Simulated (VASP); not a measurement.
# LiSc12 in VASP: notebook

Runs on LiSc12. Level: LDA. Tasks: single point.

Program: VASP 6.6.1. These are calculated values, not measurements. Logs are shortened: lines on timing, memory, paths and dates and some standing lists are left out, and cuts for length are marked.

**1. The cell of the first run**

The cell holds a slab with vacuum, 13 atoms: a = 6.620 Å, b = 6.620 Å, c = 17.276 Å, α = 90.00°, β = 90.00°, γ = 60.00°.

**2. Single point, LDA**

INCAR

```
PREC = Accurate ; ENCUT = 520
EDIFF = 1E-6 ; ISMEAR = -1
SIGMA = 0.1 ; LREAL = F
LASPH = T ; NELM = 100
ALGO = Normal ; ISIF = 2
LWAVE = F ; LCHARG = F
GGA = CA ; NBANDS = 80
```

KPOINTS

```
regular mesh
0
Gamma
  3 3 1
```

POSCAR

```
LiSc12
1.0
    6.6200000000      0.0000000000      0.0000000000
    3.3100000000      5.7330880000      0.0000000000
    0.0000000000      0.0000000000     17.2761400000
Sc Li
12 1
Direct
    0.0000000000      0.0000000000      0.0578833003
    0.5000000000      0.0000000000      0.0578833003
    0.0000000000      0.5000000000      0.0578833003
    0.5000000000      0.5000000000      0.0578833003
   -0.1627807841      0.3331588491      0.1966645327
    0.3297551923      0.3348666548      0.1961286491
   -0.1627178091      0.8290718719      0.1968045524
    0.3336245896      0.8330030866      0.1936638045
    0.0144668553     -0.0075240429      0.3359351105
    0.4977225298     -0.0068127334      0.3323421204
   -0.0016814787      0.5003943773      0.3415068412
    0.4978409449      0.5082374455      0.3324543561
    0.3862587721      0.8064721839      0.4817539682
```

Potentials or basis: VASP PAW LDA potentials, release 64 (Sc_sv, Li_sv).

Command:

```console
$ cat potpaw_LDA.64/Sc_sv/POTCAR potpaw_LDA.64/Li_sv/POTCAR > POTCAR
$ mpirun -np 1 vasp_std > vasp.out
```

OUTCAR:

```text
PREC = Accurate
   ENCUT = 520
   EDIFF = 1E-6
   ISMEAR = -1
   LREAL = F
   LASPH = T
   NELM = 100
   ISIF = 2
   GGA = CA

 ion  position               nearest neighbor table
   1  0.000  0.000  0.058-   8 3.03   5 3.07   7 3.07   3 3.31   3 3.31   4 3.31   4 3.31   2 3.31
                             2 3.31
   2  0.500  0.000  0.058-   8 3.03   6 3.06   7 3.08   4 3.31   3 3.31   4 3.31   3 3.31   1 3.31
                             1 3.31
   3  0.000  0.500  0.058-   6 3.05   7 3.05   5 3.05   1 3.31   1 3.31   2 3.31   2 3.31   4 3.31
                             4 3.31
   4  0.500  0.500  0.058-   8 3.02   6 3.07   5 3.08   2 3.31   1 3.31   2 3.31   1 3.31   3 3.31
                             3 3.31
   5  0.837  0.333  0.197-  12 3.05   3 3.05   1 3.07   4 3.08   9 3.10  11 3.13   6 3.27   7 3.28
                             8 3.30   8 3.32   7 3.34   6 3.35
   6  0.330  0.335  0.196-   3 3.05  10 3.06  12 3.06   2 3.06   4 3.07  11 3.15   7 3.27   5 3.27
                             8 3.31   8 3.31   5 3.35   7 3.35
   7  0.837  0.829  0.197-  10 3.05   3 3.05   1 3.07   2 3.08   9 3.10  11 3.13   6 3.27   5 3.28
                             8 3.30   8 3.32   5 3.34   6 3.35
   8  0.334  0.833  0.194-   4 3.02   2 3.03   1 3.03  10 3.03  12 3.04   9 3.06   5 3.30   7 3.30
                             6 3.31   6 3.31   7 3.32   5 3.32
   9  0.014  0.992  0.336-   8 3.06   7 3.10   5 3.10  10 3.20  12 3.20  11 3.31  11 3.31  12 3.42
                            10 3.42
  10  0.498  0.993  0.332-   8 3.03   7 3.05   6 3.06   9 3.20  12 3.21  11 3.29  11 3.34  12 3.41
                             9 3.42
  11  0.998  0.500  0.342-   7 3.13   5 3.13   6 3.15  12 3.29  10 3.29   9 3.31   9 3.31  10 3.34
                            12 3.34
  12  0.498  0.508  0.332-   8 3.04   5 3.05   6 3.06   9 3.20  10 3.21  11 3.29  11 3.34  10 3.41
                             9 3.42
  13  0.386  0.806  0.482-

  LATTYP: Found a hexagonal cell.
 ALAT       =     6.6199998501
 C/A-ratio  =     2.6096888808

  Lattice vectors:

 A1 = (  -3.3100000000,  -5.7330880000,   0.0000000000)
 A2 = (   6.6200000000,   0.0000000000,   0.0000000000)
 A3 = (   0.0000000000,   0.0000000000,  17.2761400000)

Analysis of symmetry for initial positions (statically):
=====================================================================
 Subroutine PRICEL returns:
 Original cell was already a primitive cell.

 Routine SETGRP: Setting up the symmetry group for a
 hexagonal supercell.

 Subroutine GETGRP returns: Found  1 space group operations
 (whereof  1 operations were pure point group operations)
 out of a pool of 24 trial point group operations.

The static configuration has the point symmetry C_1 .

Analysis of symmetry for dynamics (positions and initial velocities):
=====================================================================
 Subroutine PRICEL returns:
 Original cell was already a primitive cell.

 Routine SETGRP: Setting up the symmetry group for a
 hexagonal supercell.

 Subroutine GETGRP returns: Found  1 space group operations
 (whereof  1 operations were pure point group operations)
 out of a pool of 24 trial point group operations.

The dynamic configuration has the point symmetry C_1 .

 Subroutine INISYM returns: Found  1 space group operations
 (whereof  1 operations are pure point group operations),
 and found     1 'primitive' translations

----------------------------------------------------------------------------------------

                                     Primitive cell

  volume of cell :     655.6821

  direct lattice vectors                    reciprocal lattice vectors
     6.620000000  0.000000000  0.000000000     0.151057402 -0.087213034  0.000000000
     3.310000000  5.733088000  0.000000000     0.000000000  0.174426068  0.000000000
     0.000000000  0.000000000 17.276140000     0.000000000  0.000000000  0.057883300

  length of vectors
     6.620000000  6.619999850 17.276140000     0.174426065  0.174426068  0.057883300

  position of ions in fractional coordinates (direct lattice)
     0.000000000  0.000000000  0.057883300
     0.500000000  0.000000000  0.057883300
     0.000000000  0.500000000  0.057883300
     0.500000000  0.500000000  0.057883300
[... 28 lines left out ...]
 KPOINTS: regular mesh

Automatic generation of k-mesh.
 Grid dimensions read from file:
 generate k-points for:    3    3    1

 Generating k-lattice:

  Cartesian coordinates                     Fractional coordinates (reciprocal lattice)
     0.050352467 -0.029071011  0.000000000     0.333333333 -0.000000000  0.000000000
     0.000000000  0.058142023  0.000000000     0.000000000  0.333333333  0.000000000
     0.000000000  0.000000000  0.057883300     0.000000000  0.000000000  1.000000000

  Length of vectors
     0.058142022  0.058142023  0.057883300

  Shift w.r.t. Gamma in fractional coordinates (k-lattice)
     0.000000000  0.000000000  0.000000000

 Subroutine IBZKPT returns following result:
 ===========================================

 Found      5 irreducible k-points:

 Following reciprocal coordinates:
            Coordinates               Weight
  0.000000  0.000000  0.000000      1.000000
  0.333333 -0.000000  0.000000      2.000000
  0.333333  0.333333  0.000000      2.000000
  0.000000  0.333333  0.000000      2.000000
 -0.333333  0.333333  0.000000      2.000000
   k-points           NKPTS =      5   k-points in BZ     NKDIM =      5   number of bands    NBANDS=     80
   number of dos      NEDOS =    301   number of ions     NIONS =     13
   total plane-waves  NPLWV = 320000
   dimension x,y,z NGX =    50 NGY =   50 NGZ =  128
   dimension x,y,z NGXF=   100 NGYF=  100 NGZF=  256
   ions per type =              12   1
   NGX,Y,Z   is equivalent  to a cutoff of  12.56, 12.56, 12.32 a.u.
   NGXF,Y,Z  is equivalent  to a cutoff of  25.11, 25.11, 24.63 a.u.
 SYSTEM =  unknown system
   PREC   = accura    normal or accurate (medium, high low for compatibility)
   ISTART =      0    job   : 0-new  1-cont  2-samecut
   ICHARG =      2    charge: 1-file 2-atom 10-const
   ISPIN  =      1    spin polarized calculation?
   LNONCOLLINEAR =      F non collinear calculations
   LSORBIT =      F    spin-orbit coupling
   LASPH  =      T    aspherical Exc in radial PAW
   ENCUT  =  520.0 eV  38.22 Ry    6.18 a.u.  12.31 12.31 32.12*2*pi/ulx,y,z
   NELM   =    100;   NELMIN=  2; NELMDL= -5     # of ELM steps
   EDIFF  = 0.1E-05   stopping-criterion for ELM
   LREAL  =      F    real-space projection
   EDIFFG = 0.1E-04   stopping-criterion for IOM
   NSW    =      0    number of steps for IOM
   IBRION =     -1    ionic relax: 0-MD 1-quasi-New 2-CG
   NFREE  =      0    steps in history (QN), initial steepest desc. (CG)
   ISIF   =      2    stress and relaxation
   ISYM   =      2    0-nonsym 1-usesym 2-fastsym
   POTIM  = 0.5000    time-step for ionic-motion
   TEBEG  =    0.0;   TEEND  =   0.0 temperature during run
   PSTRESS=    0.0 pullay stress
   NELECT =     135.0000    total number of electrons
   NUPDOWN=      -1.0000    fix difference up-down
   EMIN   =  10.00;   EMAX   =-10.00  energy-range for DOS
   EFERMI =   0.00;   METHOD = LEGACY
   ISMEAR =    -1;   SIGMA  =   0.10  broadening in eV -4-tet -1-fermi 0-gaus
   EFERMI_NEDOS =   21; number of points for ismear=-14 and -15
   IALGO  =     38    algorithm
   IMIX   =      4    mixing-type and parameters
     AMIX     =   0.40;   BMIX     =  1.00
     AMIX_MAG =   1.60;   BMIX_MAG =  1.00
  volume/ion in A,a.u.               =      50.44       340.37
  Fermi-wavevector in a.u.,A,eV,Ry     =   0.966692  1.826784 12.714566  0.934494
  Thomas-Fermi vector in A             =   2.096515
   LORBIT       =      0    0 simple, 1 ext, 2 COOP (PROOUT), +10 PAW based schemes
   GGA     = CA    functional components
   LHFCALC =     F    Hartree Fock is set to
   AEXX    =    0.0000 exact exchange contribution
   IVDW    =     0    specifies the selected vdW correction
   LEPSILON=     F    determine dielectric tensor
   LRPA    =     F    only Hartree local field effects (RPA)
 non-spin polarized calculation
  energy-cutoff  :      520.00
  volume of cell :      655.68
 maximum number of plane-waves:     17741
 NGX is ok and might be reduce to    50
   NGX = 25   NGY = 25   NGZ = 65

 number of electron     134.9999996 magnetization

 Free energy of the ion-electron system (eV)
  ---------------------------------------------------
  ext. energy  EPLUGINS =         0.00000000
  ---------------------------------------------------
  free energy    TOTEN  =       -76.66076885 eV

  energy without entropy =      -75.80862503  energy(sigma->0) =      -76.23469694

 E-fermi :  -0.0068     XC(G=0):  -5.8669

 val. band max:       -0.0097465324   @ k =  -0.3333   0.3333   0.0000
 cond. band min:       0.0561402348   @ k =   0.0000   0.0000   0.0000
 fundamental gap:      0.0658867672
 Fermi energy:        -0.0068018812

 k-point     1 :       0.0000    0.0000    0.0000
  band No.  band energies     occupation
      1     -49.1403      2.00000
      2     -49.0704      2.00000
      3     -49.0396      2.00000
      4     -49.0352      2.00000
      5     -49.0100      2.00000
      6     -48.9806      2.00000
[... 399 lines left out ...]
     78       0.6178      0.00387
     79       0.6667      0.00237
 [bands above 79 left out]

------------------------ aborting loop because EDIFF is reached ----------------------------------------

  FORCE on cell =-STRESS in cart. coord.  units (eV):
  Direction    XX          YY          ZZ          XY          YZ          ZX
  --------------------------------------------------------------------------------------
  -------------------------------------------------------------------------------------
  Total       -9.3091334     -9.1128118      0.0663010      0.1653088      0.1215977     -0.1561073
  in kB      -22.7471255    -22.2674082      0.1620085      0.4039367      0.2971273     -0.3814526
  external PRESSURE =     -14.9508418 kB  Pullay stress =       0.0000000 kB

 VOLUME and BASIS-vectors are now :
 -----------------------------------------------------------------------------
  energy-cutoff  :      520.00
  volume of cell :      655.68
      direct lattice vectors                 reciprocal lattice vectors
     6.620000000  0.000000000  0.000000000     0.151057402 -0.087213034  0.000000000
     3.310000000  5.733088000  0.000000000     0.000000000  0.174426068  0.000000000
     0.000000000  0.000000000 17.276140000     0.000000000  0.000000000  0.057883300

 POSITION                                       TOTAL-FORCE (eV/Angst)
 -----------------------------------------------------------------------------------
      0.00000      0.00000      1.00000        -0.011590      0.003431     -0.014223
      3.31000      0.00000      1.00000         0.025816      0.010117     -0.006378
      1.65500      2.86654      1.00000         0.006847     -0.004601     -0.019540
      4.96500      2.86654      1.00000         0.000868     -0.028876     -0.009793
      6.64515      1.91003      3.39760        -0.004218     -0.000086      0.009758
      3.29139      1.91982      3.38835         0.003014      0.000796      0.009865
      8.28704      4.75314      3.40002        -0.000782      0.006480     -0.007520
      4.96583      4.77568      3.34576         0.001395     -0.003689      0.004918
      3.38087      5.68995      5.80366        -0.013978      0.006990     -0.000676
      6.58237      5.69403      5.74159         0.010345      0.007924      0.012248
      8.26517      2.86880      5.89992         0.005852     -0.001806      0.003332
      4.97797      2.91377      5.74353        -0.002507     -0.010296     -0.000451
      5.22646      4.62358      8.32285        -0.021061      0.013616      0.018461
 -----------------------------------------------------------------------------------
    total drift:                               -0.000476      0.000277      0.000257

  FREE ENERGIE OF THE ION-ELECTRON SYSTEM (eV)
  ---------------------------------------------------
  free  energy   TOTEN  =       -76.6607688453 eV

  energy  without entropy=      -75.8086250269  energy(sigma->0) =      -76.23469694
```

Run time: 19 min. Hardware: 1 thread of Intel Xeon Platinum 8259CL at 2.50GHz (Skylake/Cascade Lake), shared host; peak memory 0.56 GiB.

What came out:

```yaml
Free_energy: -76.6608 eV
Largest_force: 0.031 eV/Å
Band_gap_on_the_k_mesh: zero (an odd number of electrons rules out a gap without spin polarisation)
```

Forces on the atoms (eV/Å):
```
Sc  -0.012  0.003 -0.014
Sc   0.026  0.010 -0.006
Sc   0.007 -0.005 -0.020
Sc   0.001 -0.029 -0.010
Sc  -0.004  0.000  0.010
Sc   0.003  0.001  0.010
Sc  -0.001  0.006 -0.008
Sc   0.001 -0.004  0.005
Sc  -0.014  0.007 -0.001
Sc   0.010  0.008  0.012
Sc   0.006 -0.002  0.003
Sc  -0.003 -0.010  0.000
Li  -0.021  0.014  0.018
```

Caveat: the k points lie up to 0.37 Å⁻¹ apart, too coarse for converged energies and pressures of a metal; the cutoff is under 1.25 times the usual one of these potentials, so pressure, stress and relaxed cells hold a basis-set (Pulay) error; there is no dipole correction, which matters where the two faces differ.

(Part 1 of 2 ends here.)

The gap in the log of VASP goes by the Fermi energy; the results here count the filled bands.